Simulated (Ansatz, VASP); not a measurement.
Ca in VASP and in Ansatz

```
Ca
1.0
    -2.20520    2.20520    2.19611
     2.20520   -2.20520    2.19611
     2.20520    2.20520   -2.19611
Ca
1
Cartesian
  0.0000 0.0000 2.1961
```

Alike in both runs: task single point; functional r2SCAN; k mesh 6 × 6 × 6; no spin polarisation.

|  | VASP | Ansatz |
| --- | --- | --- |
| version | VASP 6.6.1 | Ansatz 0.2.0 |
| potentials or method | VASP PAW PBE potentials, release 64 (Ca_sv), cutoff 550 eV | scalar-relativistic, plane waves, PAW |
| occupations | methfessel-paxton of order 1, width 0.22 eV | cold, width 0.22 eV |
| valence electrons in the cell | 10 | 10 |

```csv
,VASP,Ansatz,Ansatz less VASP
gap on the k mesh at the Fermi level (eV),none,none,-
pressure (GPa),0.4,0.3,-0.09
```

VASP's potentials were made for PBE, not for r2SCAN. A gap of «none» marks a metal or a gap that the smearing closes.
